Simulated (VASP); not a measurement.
# FeNi3 (Pm-3m) in VASP: single point with r2SCAN

Aim: the single point of FeNi3 with r2SCAN.

All numbers are computed with VASP 6.6.1; they aren't measurements. Logs are shortened: lines on timing, memory, paths and dates and some standing lists are left out, and cuts for length are marked.

## (1) The cell of the first run

It takes space group Pm-3m (No. 221, cubic). Conventional cell: a = 3.561 Å, b = 3.561 Å, c = 3.561 Å, α = 90.00°, β = 90.00°, γ = 90.00°. Fe (site symmetry m-3m) has 12 Ni at 2.52 Å within 3.3 Å. Ni (site symmetry 4/mmm) has 4 Fe at 2.52 Å and 8 Ni at 2.52 Å within 3.3 Å.

## (2) Single point, r2SCAN, collinear spin, ferromagnetic start (11.29 Å³/atom)

Input file POSCAR:

```
FeNi3
1.0
    3.5605965589      0.0000000000      0.0000000000
    0.0000000000      3.5605965589      0.0000000000
    0.0000000000      0.0000000000      3.5605965589
Fe Ni
1 3
Direct
    0.0000000000      0.0000000000      0.0000000000
    0.0000000000      0.5000000000      0.5000000000
    0.5000000000      0.0000000000      0.5000000000
    0.5000000000      0.5000000000      0.0000000000
```

Input file INCAR.step1:

```
SYSTEM = FeNi3
PREC     = Accurate       ! precision mode
ENCUT    = 520            ! plane-wave cutoff, eV
ISMEAR   = 0              ! smearing method
SIGMA    = 0.05           ! smearing width, eV
LREAL    = .FALSE.        ! projectors in reciprocal space
LASPH    = .TRUE.         ! aspherical terms in the spheres
NELM     = 150            ! most SCF steps
ISPIN    = 2              ! spin polarisation
MAGMOM   = 3.53 0.89 0.89 0.89 ! initial moments
LMAXMIX  = 4              ! l up to which the mixer works
NBANDS   = 31             ! bands
GGA      = PE             ! functional
ALGO     = Normal         ! electronic algorithm
EDIFF    = 1E-4           ! SCF threshold, eV
LWAVE    = .TRUE.         ! write WAVECAR
LCHARG   = .FALSE.        ! write CHGCAR
```

Input file INCAR.step2:

```
SYSTEM = FeNi3
PREC     = Accurate       ! precision mode
ENCUT    = 520            ! plane-wave cutoff, eV
EDIFF    = 1E-6           ! SCF threshold, eV
ISMEAR   = 0              ! smearing method
SIGMA    = 0.05           ! smearing width, eV
LREAL    = .FALSE.        ! projectors in reciprocal space
LASPH    = .TRUE.         ! aspherical terms in the spheres
NELM     = 150            ! most SCF steps
ALGO     = Normal         ! electronic algorithm
ISIF     = 2              ! what is computed and relaxed
LWAVE    = .FALSE.        ! write WAVECAR
LCHARG   = .TRUE.         ! write CHGCAR
ISPIN    = 2              ! spin polarisation
MAGMOM   = 3.53 0.89 0.89 0.89 ! initial moments
LORBIT   = 11             ! projections on sites
LMAXMIX  = 4              ! l up to which the mixer works
METAGGA  = R2SCAN         ! meta-GGA
LMIXTAU  = .TRUE.       
LELF     = .TRUE.         ! ELF
LVHAR    = .TRUE.       
NBANDS   = 31             ! bands
ISTART   = 1
```

Input file KPOINTS:

```
regular mesh
0
G
  12 12 12
  0 0 0
```

Potentials or basis: VASP PAW PBE potentials, release 64 (Fe, Ni).

The run is started by

```sh
$ cat potpaw_PBE.64/Fe/POTCAR potpaw_PBE.64/Ni/POTCAR > POTCAR
$ cp INCAR.step1 INCAR
$ mpirun -np 1 vasp_std > vasp.out
$ cp INCAR.step2 INCAR
$ mpirun -np 1 vasp_std > vasp.out
```

OUTCAR:

```text
SYSTEM = FeNi3
   PREC = Accurate
   ENCUT = 520
   EDIFF = 1E-6
   ISMEAR = 0
   LREAL = .FALSE.
   LASPH = .TRUE.
   NELM = 150
   ISIF = 2
   ISPIN = 2
   LORBIT = 11
   METAGGA = R2SCAN
   ISTART = 1

 ion  position               nearest neighbor table
   1  0.000  0.000  0.000-   2 2.52   3 2.52   4 2.52   2 2.52   3 2.52   2 2.52   4 2.52   2 2.52
                             3 2.52   4 2.52   3 2.52   4 2.52
   2  0.000  0.500  0.500-   1 2.52   3 2.52   4 2.52   1 2.52   4 2.52   1 2.52   3 2.52   1 2.52
                             3 2.52   4 2.52   4 2.52   3 2.52
   3  0.500  0.000  0.500-   1 2.52   2 2.52   4 2.52   1 2.52   4 2.52   2 2.52   4 2.52   4 2.52
                             1 2.52   2 2.52   1 2.52   2 2.52
   4  0.500  0.500  0.000-   1 2.52   2 2.52   3 2.52   2 2.52   3 2.52   1 2.52   3 2.52   3 2.52
                             1 2.52   2 2.52   2 2.52   1 2.52

  LATTYP: Found a simple cubic cell.
 ALAT       =     3.5605965589

  Lattice vectors:

 A1 = (   3.5605965589,   0.0000000000,   0.0000000000)
 A2 = (   0.0000000000,   3.5605965589,   0.0000000000)
 A3 = (   0.0000000000,   0.0000000000,   3.5605965589)

Analysis of symmetry for initial positions (statically):
=====================================================================
 Subroutine PRICEL returns:
 Original cell was already a primitive cell.

 Routine SETGRP: Setting up the symmetry group for a
 simple cubic supercell.

 Subroutine GETGRP returns: Found 48 space group operations
 (whereof 48 operations were pure point group operations)
 out of a pool of 48 trial point group operations.

The static configuration has the point symmetry O_h .

Analysis of symmetry for dynamics (positions and initial velocities):
=====================================================================
 Subroutine PRICEL returns:
 Original cell was already a primitive cell.

 Routine SETGRP: Setting up the symmetry group for a
 simple cubic supercell.

 Subroutine GETGRP returns: Found 48 space group operations
 (whereof 48 operations were pure point group operations)
 out of a pool of 48 trial point group operations.

The dynamic configuration has the point symmetry O_h .

Analysis of structural, dynamic, and magnetic symmetry:
=====================================================================
 Subroutine PRICEL returns:
 Original cell was already a primitive cell.

 Routine SETGRP: Setting up the symmetry group for a
 simple cubic supercell.

 Subroutine GETGRP returns: Found 48 space group operations
 (whereof 48 operations were pure point group operations)
 out of a pool of 48 trial point group operations.

The overall configuration has the point symmetry O_h .

 Subroutine INISYM returns: Found 48 space group operations
 (whereof 48 operations are pure point group operations),
 and found     1 'primitive' translations

----------------------------------------------------------------------------------------

                                     Primitive cell

  volume of cell :      45.1407

  direct lattice vectors                    reciprocal lattice vectors
     3.560596559  0.000000000  0.000000000     0.280851813  0.000000000  0.000000000
     0.000000000  3.560596559  0.000000000     0.000000000  0.280851813  0.000000000
     0.000000000  0.000000000  3.560596559     0.000000000  0.000000000  0.280851813

  length of vectors
     3.560596559  3.560596559  3.560596559     0.280851813  0.280851813  0.280851813

  position of ions in fractional coordinates (direct lattice)
     0.000000000  0.000000000  0.000000000
     0.000000000  0.500000000  0.500000000
     0.500000000  0.000000000  0.500000000
     0.500000000  0.500000000  0.000000000

  ion indices of the primitive-cell ions
   primitive index   ion index
                 1           1
                 2           2
                 3           3
                 4           4

----------------------------------------------------------------------------------------

 KPOINTS: regular mesh

Automatic generation of k-mesh.
 Grid dimensions read from file:
 generate k-points for:   12   12   12

 Generating k-lattice:

  Cartesian coordinates                     Fractional coordinates (reciprocal lattice)
     0.023404318  0.000000000  0.000000000     0.083333333  0.000000000  0.000000000
     0.000000000  0.023404318  0.000000000     0.000000000  0.083333333  0.000000000
     0.000000000  0.000000000  0.023404318     0.000000000  0.000000000  0.083333333

  Length of vectors
     0.023404318  0.023404318  0.023404318

  Shift w.r.t. Gamma in fractional coordinates (k-lattice)
     0.000000000  0.000000000  0.000000000

 Subroutine IBZKPT returns following result:
 ===========================================

 Found     84 irreducible k-points:

 Following reciprocal coordinates:
            Coordinates               Weight
  0.000000  0.000000  0.000000      1.000000
  0.083333  0.000000  0.000000      6.000000
  0.166667  0.000000  0.000000      6.000000
  0.250000  0.000000  0.000000      6.000000
  0.333333  0.000000  0.000000      6.000000
  0.416667  0.000000  0.000000      6.000000
[... 16 lines left out ...]
  0.333333  0.333333  0.000000     12.000000
  0.416667  0.333333  0.000000     24.000000
 [... further k-points ...]
   k-points           NKPTS =     84   k-points in BZ     NKDIM =     84   number of bands    NBANDS=     31
   number of dos      NEDOS =    301   number of ions     NIONS =      4
   total plane-waves  NPLWV =  21952
   dimension x,y,z NGX =    28 NGY =   28 NGZ =   28
   dimension x,y,z NGXF=    56 NGYF=   56 NGZF=   56
   ions per type =               1   3
   NGX,Y,Z   is equivalent  to a cutoff of  13.07, 13.07, 13.07 a.u.
   NGXF,Y,Z  is equivalent  to a cutoff of  26.15, 26.15, 26.15 a.u.
 SYSTEM =  FeNi3
   PREC   = accura    normal or accurate (medium, high low for compatibility)
   ISTART =      1    job   : 0-new  1-cont  2-samecut
   ICHARG =      0    charge: 1-file 2-atom 10-const
   ISPIN  =      2    spin polarized calculation?
   LNONCOLLINEAR =      F non collinear calculations
   LSORBIT =      F    spin-orbit coupling
   LASPH  =      T    aspherical Exc in radial PAW
   ENCUT  =  520.0 eV  38.22 Ry    6.18 a.u.   6.62  6.62  6.62*2*pi/ulx,y,z
   NELM   =    150;   NELMIN=  2; NELMDL=  0     # of ELM steps
   EDIFF  = 0.1E-05   stopping-criterion for ELM
   LREAL  =      F    real-space projection
   EDIFFG = 0.1E-04   stopping-criterion for IOM
   NSW    =      0    number of steps for IOM
   IBRION =     -1    ionic relax: 0-MD 1-quasi-New 2-CG
   NFREE  =      0    steps in history (QN), initial steepest desc. (CG)
   ISIF   =      2    stress and relaxation
   ISYM   =      2    0-nonsym 1-usesym 2-fastsym
   POTIM  = 0.5000    time-step for ionic-motion
   TEBEG  =    0.0;   TEEND  =   0.0 temperature during run
   PSTRESS=    0.0 pullay stress
   NELECT =      38.0000    total number of electrons
   NUPDOWN=      -1.0000    fix difference up-down
   EMIN   =  10.00;   EMAX   =-10.00  energy-range for DOS
   EFERMI =   0.00;   METHOD = LEGACY
   ISMEAR =     0;   SIGMA  =   0.05  broadening in eV -4-tet -1-fermi 0-gaus
   EFERMI_NEDOS =   21; number of points for ismear=-14 and -15
   IALGO  =     38    algorithm
   IMIX   =      4    mixing-type and parameters
     AMIX     =   0.40;   BMIX     =  1.00
     AMIX_MAG =   1.60;   BMIX_MAG =  1.00
  volume/ion in A,a.u.               =      11.29        76.16
  Fermi-wavevector in a.u.,A,eV,Ry     =   1.545776  2.921093 32.510085  2.389424
  Thomas-Fermi vector in A             =   2.651107
   LORBIT       =     11    0 simple, 1 ext, 2 COOP (PROOUT), +10 PAW based schemes
   METAGGA = R2SCAN    functional components
   LHFCALC =     F    Hartree Fock is set to
   AEXX    =    0.0000 exact exchange contribution
   IVDW    =     0    specifies the selected vdW correction
   LEPSILON=     F    determine dielectric tensor
   LRPA    =     F    only Hartree local field effects (RPA)
 spin polarized calculation
 Gauss-broadening in eV      SIGMA  =   0.05
  energy-cutoff  :      520.00
  volume of cell :       45.14
 maximum number of plane-waves:      1234
 NGX is ok and might be reduce to    28
   NGX = 13   NGY = 13   NGZ = 13

 number of electron      38.0000005 magnetization       5.3182012

 Free energy of the ion-electron system (eV)
  ---------------------------------------------------
  ext. energy  EPLUGINS =         0.00000000
  ---------------------------------------------------
  free energy    TOTEN  =       -50.65246363 eV

  energy without entropy =      -50.64947263  energy(sigma->0) =      -50.65096813

 E-fermi :   8.4493     XC(G=0): -14.2008

 val. band max:        8.4344875030   @ k =   0.5000   0.2500   0.1667
 cond. band min:       8.4505854831   @ k =   0.5000   0.0000   0.0000
 fundamental gap:      0.0160979800
 Fermi energy:         8.4493097416

 spin component 1

 k-point     1 :       0.0000    0.0000    0.0000
  band No.  band energies     occupation
      1      -1.0050      1.00000
      2       2.4361      1.00000
      3       2.4362      1.00000
      4       3.1803      1.00000
      5       3.1803      1.00000
      6       3.1803      1.00000
[... 805 lines left out ...]
     30      22.2349      0.00000
     31      23.2277      0.00000

 [... further k-points ...]

 spin component 2

 k-point     1 :       0.0000    0.0000    0.0000
  band No.  band energies     occupation
      1      -1.3250      1.00000
      2       3.8823      1.00000
      3       4.0097      1.00000
      4       4.0097      1.00000
      5       4.7886      1.00000
      6       4.7886      1.00000
[... 805 lines left out ...]
     30      22.7651      0.00000
     31      23.7214      0.00000

 [... further k-points ...]
[... 5 lines left out ...]
  --------------------------------------------------------------------------------------
  -------------------------------------------------------------------------------------
  Total       -2.0988220     -2.0988220     -2.0988220     -0.0000000      0.0000000     -0.0000000
  in kB      -74.4934171    -74.4934171    -74.4934171     -0.0000000      0.0000000     -0.0000000
  external PRESSURE =     -74.4934171 kB  Pullay stress =       0.0000000 kB

 VOLUME and BASIS-vectors are now :
 -----------------------------------------------------------------------------
  energy-cutoff  :      520.00
  volume of cell :       45.14
      direct lattice vectors                 reciprocal lattice vectors
     3.560596559  0.000000000  0.000000000     0.280851813  0.000000000  0.000000000
     0.000000000  3.560596559  0.000000000     0.000000000  0.280851813  0.000000000
     0.000000000  0.000000000  3.560596559     0.000000000  0.000000000  0.280851813

 POSITION                                       TOTAL-FORCE (eV/Angst)
 -----------------------------------------------------------------------------------
      0.00000      0.00000      0.00000         0.000000      0.000000      0.000000
      0.00000      1.78030      1.78030         0.000000      0.000000      0.000000
      1.78030      0.00000      1.78030         0.000000      0.000000      0.000000
      1.78030      1.78030      0.00000         0.000000      0.000000      0.000000
 -----------------------------------------------------------------------------------
    total drift:                                0.000000      0.000000      0.000000

  FREE ENERGIE OF THE ION-ELECTRON SYSTEM (eV)
  ---------------------------------------------------
  free  energy   TOTEN  =       -50.6524636296 eV

  energy  without entropy=      -50.6494726257  energy(sigma->0) =      -50.65096813

 total charge

# of ion       s       p       d       tot
------------------------------------------
    1        0.479   0.525   6.019   7.023
    2        0.516   0.528   8.313   9.358
    3        0.516   0.528   8.313   9.358
    4        0.516   0.528   8.313   9.358
--------------------------------------------------
tot          2.028   2.110  30.958  35.096

 magnetization (x)

# of ion       s       p       d       tot
------------------------------------------
    1        0.025  -0.011   3.198   3.212
    2       -0.020  -0.069   0.831   0.743
    3       -0.020  -0.069   0.831   0.743
    4       -0.020  -0.069   0.831   0.743
--------------------------------------------------
tot         -0.033  -0.219   5.692   5.440
```

It took 21 min on 1 thread of Intel Xeon 8259CL, shared host; peak memory 0.31 GiB.

Results:

* Free energy: -50.6525 eV
* Pressure: -7.4 GPa
* Net moment: 5.32 μB per cell
* Site moments: Fe +3.21; Ni +0.74 μB
* Valence electrons inside the program's atomic spheres: Fe 7.02; Ni 9.36

Caveat: the cell stands under tension; the PAW data sets were made with another functional, which shifts forces and pressure a little.
